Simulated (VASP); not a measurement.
# TaN (P-62m) in VASP: notebook

Runs on TaN. Level: LDA. Tasks: single point, relaxation of volume and atoms at fixed shape.

All numbers are computed with VASP 6.6.1; they aren't measurements. Logs are shortened: lines on timing, memory, paths and dates and some standing lists are left out, and cuts for length are marked.

**1. The cell of the first run**

Symmetry: P-62m, No. 189, hexagonal system. Conventional cell: a = 5.143 Å, b = 5.143 Å, c = 2.881 Å, α = 90.00°, β = 90.00°, γ = 120.00°. Ta (site symmetry -6) has 6 N at 2.14 Å and 5 Ta at 2.88 to 2.97 Å within 3.0 Å. Within 2.7 Å of Ta (site symmetry -62m) lie 3 N at 2.02 Å. Within 2.9 Å of N (site symmetry m2m) lie 5 Ta at 2.02 to 2.14 Å and 6 N at 2.74 to 2.88 Å.

**2. Single point, LDA**

Contents of INCAR:

```
SYSTEM = TaN
  PREC = Accurate
  ENCUT = 520
  EDIFF = 1E-6
  ISMEAR = 0
  SIGMA = 0.05
  LREAL = .FALSE.
  LASPH = .TRUE.
  NELM = 60
  ALGO = Normal
  ISIF = 2
  LWAVE = .FALSE.
  LCHARG = .FALSE.
  GGA = CA
  NBANDS = 33
```

Contents of KPOINTS:

```
Automatic mesh
0
G
  6 6 8
  0 0 0
```

Contents of POSCAR:

```
TaN
1.0
    5.1431850724      0.0000000000      0.0000000000
   -2.5715925362      4.4541289291      0.0000000000
    0.0000000000      0.0000000000      2.8814110359
Ta N
3 3
Direct
    0.3333333333      0.6666666667      0.5000000000
    0.6666666667      0.3333333333      0.5000000000
    0.0000000000      0.0000000000      0.0000000000
    0.3934389702      0.0000000000      0.0000000000
    0.6065610298      0.6065610298      0.0000000000
    0.0000000000      0.3934389702      0.0000000000
```

Potentials or basis: VASP PAW LDA potentials, release 64 (Ta_pv, N).

Command:

```
$ cat potpaw_LDA.64/Ta_pv/POTCAR potpaw_LDA.64/N/POTCAR > POTCAR
$ mpirun -np 1 vasp_std > vasp.out
```

OUTCAR:

```text
SYSTEM = TaN
   PREC = Accurate
   ENCUT = 520
   EDIFF = 1E-6
   ISMEAR = 0
   LREAL = .FALSE.
   LASPH = .TRUE.
   NELM = 60
   ISIF = 2
   GGA = CA

 ion  position               nearest neighbor table
   1  0.333  0.667  0.500-   4 2.14   4 2.14   6 2.14   6 2.14   5 2.14   5 2.14   2 2.97   2 2.97
                             2 2.97   3 3.30   3 3.30   3 3.30   3 3.30   3 3.30   3 3.30
   2  0.667  0.333  0.500-   6 2.14   6 2.14   4 2.14   4 2.14   5 2.14   5 2.14   1 2.97   1 2.97
                             1 2.97   3 3.30   3 3.30   3 3.30   3 3.30   3 3.30   3 3.30
   3  0.000  0.000  0.000-   4 2.02   5 2.02   6 2.02   2 3.30   1 3.30   1 3.30   2 3.30   2 3.30
                             2 3.30   1 3.30   1 3.30   2 3.30   2 3.30   1 3.30   1 3.30
   4  0.393  0.000  0.000-   3 2.02   1 2.14   1 2.14   2 2.14   2 2.14
   5  0.607  0.607  0.000-   3 2.02   1 2.14   1 2.14   2 2.14   2 2.14
   6  0.000  0.393  0.000-   3 2.02   2 2.14   2 2.14   1 2.14   1 2.14

  LATTYP: Found a hexagonal cell.
 ALAT       =     5.1431850724
 C/A-ratio  =     0.5602386450

  Lattice vectors:

 A1 = (   5.1431850724,   0.0000000000,   0.0000000000)
 A2 = (  -2.5715925362,   4.4541289291,   0.0000000000)
 A3 = (   0.0000000000,   0.0000000000,   2.8814110359)

Analysis of symmetry for initial positions (statically):
=====================================================================
 Subroutine PRICEL returns:
 Original cell was already a primitive cell.

 Routine SETGRP: Setting up the symmetry group for a
 hexagonal supercell.

 Subroutine GETGRP returns: Found 12 space group operations
 (whereof 12 operations were pure point group operations)
 out of a pool of 24 trial point group operations.

The static configuration has the point symmetry D_3h.

Analysis of symmetry for dynamics (positions and initial velocities):
=====================================================================
 Subroutine PRICEL returns:
 Original cell was already a primitive cell.

 Routine SETGRP: Setting up the symmetry group for a
 hexagonal supercell.

 Subroutine GETGRP returns: Found 12 space group operations
 (whereof 12 operations were pure point group operations)
 out of a pool of 24 trial point group operations.

The dynamic configuration has the point symmetry D_3h.

 Subroutine INISYM returns: Found 12 space group operations
 (whereof 12 operations are pure point group operations),
 and found     1 'primitive' translations

----------------------------------------------------------------------------------------

                                     Primitive cell

  volume of cell :      66.0085

  direct lattice vectors                    reciprocal lattice vectors
     5.143185072  0.000000000  0.000000000     0.194432047  0.112255394  0.000000000
    -2.571592536  4.454128929  0.000000000     0.000000000  0.224510789  0.000000000
     0.000000000  0.000000000  2.881411036     0.000000000  0.000000000  0.347052186

  length of vectors
     5.143185072  5.143185072  2.881411036     0.224510789  0.224510789  0.347052186

  position of ions in fractional coordinates (direct lattice)
     0.333333333  0.666666667  0.500000000
     0.666666667  0.333333333  0.500000000
     0.000000000  0.000000000  0.000000000
     0.393438970  0.000000000  0.000000000
     0.606561030  0.606561030  0.000000000
     0.000000000  0.393438970  0.000000000

  ion indices of the primitive-cell ions
   primitive index   ion index
                 1           1
                 2           2
                 3           3
                 4           4
                 5           5
                 6           6

----------------------------------------------------------------------------------------

 KPOINTS: Automatic mesh

Automatic generation of k-mesh.
 Grid dimensions read from file:
 generate k-points for:    6    6    8

 Generating k-lattice:

  Cartesian coordinates                     Fractional coordinates (reciprocal lattice)
     0.032405341  0.018709232  0.000000000     0.166666667  0.000000000  0.000000000
     0.000000000  0.037418465  0.000000000     0.000000000  0.166666667  0.000000000
     0.000000000  0.000000000  0.043381523     0.000000000  0.000000000  0.125000000

  Length of vectors
     0.037418465  0.037418465  0.043381523

  Shift w.r.t. Gamma in fractional coordinates (k-lattice)
     0.000000000  0.000000000  0.000000000

 Subroutine IBZKPT returns following result:
 ===========================================

 Found     35 irreducible k-points:

 Following reciprocal coordinates:
            Coordinates               Weight
  0.000000  0.000000  0.000000      1.000000
  0.166667  0.000000  0.000000      6.000000
  0.333333  0.000000  0.000000      6.000000
  0.500000  0.000000  0.000000      3.000000
  0.166667  0.166667  0.000000      6.000000
  0.333333  0.166667  0.000000     12.000000
[... 16 lines left out ...]
  0.166667  0.000000  0.375000     12.000000
  0.333333  0.000000  0.375000     12.000000
 [... further k-points ...]
   k-points           NKPTS =     35   k-points in BZ     NKDIM =     35   number of bands    NBANDS=     33
   number of dos      NEDOS =    301   number of ions     NIONS =      6
   total plane-waves  NPLWV =  38400
   dimension x,y,z NGX =    40 NGY =   40 NGZ =   24
   dimension x,y,z NGXF=    80 NGYF=   80 NGZF=   48
   ions per type =               3   3
   NGX,Y,Z   is equivalent  to a cutoff of  12.93, 12.93, 13.85 a.u.
   NGXF,Y,Z  is equivalent  to a cutoff of  25.86, 25.86, 27.69 a.u.
 SYSTEM =  TaN
   PREC   = accura    normal or accurate (medium, high low for compatibility)
   ISTART =      0    job   : 0-new  1-cont  2-samecut
   ICHARG =      2    charge: 1-file 2-atom 10-const
   ISPIN  =      1    spin polarized calculation?
   LNONCOLLINEAR =      F non collinear calculations
   LSORBIT =      F    spin-orbit coupling
   LASPH  =      T    aspherical Exc in radial PAW
   ENCUT  =  520.0 eV  38.22 Ry    6.18 a.u.   9.56  9.56  5.36*2*pi/ulx,y,z
   NELM   =     60;   NELMIN=  2; NELMDL= -5     # of ELM steps
   EDIFF  = 0.1E-05   stopping-criterion for ELM
   LREAL  =      F    real-space projection
[... 7 lines left out ...]
   TEBEG  =    0.0;   TEEND  =   0.0 temperature during run
   PSTRESS=    0.0 pullay stress
   NELECT =      48.0000    total number of electrons
   NUPDOWN=      -1.0000    fix difference up-down
   EMIN   =  10.00;   EMAX   =-10.00  energy-range for DOS
   EFERMI =   0.00;   METHOD = LEGACY
   ISMEAR =     0;   SIGMA  =   0.05  broadening in eV -4-tet -1-fermi 0-gaus
   EFERMI_NEDOS =   21; number of points for ismear=-14 and -15
   IALGO  =     38    algorithm
   IMIX   =      4    mixing-type and parameters
     AMIX     =   0.40;   BMIX     =  1.00
     AMIX_MAG =   1.60;   BMIX_MAG =  1.00
  volume/ion in A,a.u.               =      11.00        74.24
  Fermi-wavevector in a.u.,A,eV,Ry     =   1.472161  2.781980 29.487320  2.167257
  Thomas-Fermi vector in A             =   2.587209
   LORBIT       =      0    0 simple, 1 ext, 2 COOP (PROOUT), +10 PAW based schemes
   GGA     = CA    functional components
   LHFCALC =     F    Hartree Fock is set to
   AEXX    =    0.0000 exact exchange contribution
   IVDW    =     0    specifies the selected vdW correction
   LEPSILON=     F    determine dielectric tensor
   LRPA    =     F    only Hartree local field effects (RPA)
 non-spin polarized calculation
 Gauss-broadening in eV      SIGMA  =   0.05
  energy-cutoff  :      520.00
  volume of cell :       66.01
 maximum number of plane-waves:      1822
 NGX is ok and might be reduce to    40
   NGX = 19   NGY = 19   NGZ = 11

 number of electron      47.9999998 magnetization

 Free energy of the ion-electron system (eV)
  ---------------------------------------------------
  ext. energy  EPLUGINS =         0.00000000
  ---------------------------------------------------
  free energy    TOTEN  =       -74.14665719 eV

  energy without entropy =      -74.14641628  energy(sigma->0) =      -74.14653673

 E-fermi :   8.7025     XC(G=0): -13.4054

 val. band max:        8.6373488283   @ k =   0.1667   0.0000   0.0000
 cond. band min:       8.7861882514   @ k =   0.5000   0.0000   0.2500
 fundamental gap:      0.1488394230
 Fermi energy:         8.7025494533

 k-point     1 :       0.0000    0.0000    0.0000
  band No.  band energies     occupation
      1     -27.5061      2.00000
      2     -27.5061      2.00000
      3     -27.1214      2.00000
      4     -27.1214      2.00000
      5     -26.9238      2.00000
      6     -26.7985      2.00000
[... 25 lines left out ...]
     32      11.7919      0.00000
     33      11.7919      0.00000

 k-point     2 :       0.1667    0.0000    0.0000
  band No.  band energies     occupation
      1     -27.5341      2.00000
      2     -27.5000      2.00000
      3     -27.0916      2.00000
      4     -27.0833      2.00000
      5     -26.9159      2.00000
      6     -26.8057      2.00000
[... 25 lines left out ...]
     32      11.8995      0.00000
     33      12.0078      0.00000

 k-point     3 :       0.3333    0.0000    0.0000
  band No.  band energies     occupation
      1     -27.5802      2.00000
      2     -27.4491      2.00000
      3     -27.1064      2.00000
      4     -27.0142      2.00000
      5     -26.8957      2.00000
      6     -26.8244      2.00000
[... 25 lines left out ...]
     32      12.4882      0.00000
     33      12.6003      0.00000

 k-point     4 :       0.5000    0.0000    0.0000
  band No.  band energies     occupation
      1     -27.6002      2.00000
      2     -27.3837      2.00000
      3     -27.1802      2.00000
      4     -26.9805      2.00000
      5     -26.8797      2.00000
      6     -26.8397      2.00000
[... 673 lines left out ...]
     32      12.4390      0.00000
     33      12.9190      0.00000

 k-point    23 :       0.1667    0.0000    0.3750
  band No.  band energies     occupation
      1     -27.7500      2.00000
      2     -27.5596      2.00000
      3     -27.3717      2.00000
      4     -27.3417      2.00000
      5     -26.9626      2.00000
      6     -26.9280      2.00000
[... 25 lines left out ...]
     32      12.4607      0.00000
     33      13.2770      0.00000

 k-point    24 :       0.3333    0.0000    0.3750
  band No.  band energies     occupation
      1     -27.7328      2.00000
      2     -27.5939      2.00000
      3     -27.3938      2.00000
      4     -27.2993      2.00000
      5     -27.0100      2.00000
      6     -26.8986      2.00000
[... 25 lines left out ...]
     32      12.6763      0.00000
     33      13.8751      0.00000

 [... further k-points ...]

------------------------ aborting loop because EDIFF is reached ----------------------------------------

  FORCE on cell =-STRESS in cart. coord.  units (eV):
  Direction    XX          YY          ZZ          XY          YZ          ZX
  --------------------------------------------------------------------------------------
  -------------------------------------------------------------------------------------
  Total        1.1453776      1.1453776      0.0306676      0.0000000     -0.0000000      0.0000000
  in kB       27.8009163     27.8009163      0.7443721      0.0000000     -0.0000000      0.0000000
  external PRESSURE =      18.7820682 kB  Pullay stress =       0.0000000 kB

 VOLUME and BASIS-vectors are now :
 -----------------------------------------------------------------------------
  energy-cutoff  :      520.00
  volume of cell :       66.01
      direct lattice vectors                 reciprocal lattice vectors
     5.143185072  0.000000000  0.000000000     0.194432047  0.112255394  0.000000000
    -2.571592536  4.454128929  0.000000000     0.000000000  0.224510789  0.000000000
     0.000000000  0.000000000  2.881411036     0.000000000  0.000000000  0.347052186

 POSITION                                       TOTAL-FORCE (eV/Angst)
 -----------------------------------------------------------------------------------
     -0.00000      2.96942      1.44071        -0.000000      0.000000      0.000000
      2.57159      1.48471      1.44071        -0.000000      0.000000      0.000000
      0.00000      0.00000      0.00000        -0.000000     -0.000000      0.000000
      2.02353      0.00000      0.00000         0.022392     -0.000000     -0.000000
      1.55983      2.70170      0.00000        -0.011196     -0.019392      0.000000
     -1.01176      1.75243      0.00000        -0.011196      0.019392      0.000000
 -----------------------------------------------------------------------------------
    total drift:                               -0.000001     -0.000003      0.000000

  FREE ENERGIE OF THE ION-ELECTRON SYSTEM (eV)
  ---------------------------------------------------
  free  energy   TOTEN  =       -74.1466571856 eV

  energy  without entropy=      -74.1464162774  energy(sigma->0) =      -74.14653673
```

It took 26 s on 1 thread of Intel Xeon 6975P-C (Granite Rapids), shared host; peak memory 0.2 GiB.

What came out:

```
Free energy            : -74.1467 eV
Pressure               : 1.9 GPa
Largest force          : 0.022 eV/Å
Band gap on the k mesh : zero (bands 24 and 25 overlap by 3.19 eV)
```

Forces on the atoms (eV/Å):
```
Ta   0.000  0.000  0.000
Ta   0.000  0.000  0.000
Ta   0.000  0.000  0.000
N    0.022  0.000  0.000
N   -0.011 -0.019  0.000
N   -0.011  0.019  0.000
```

Caveat: spin-orbit coupling is left out, which moves the levels of the heavy elements.

(Continued in part 2 of 2.)
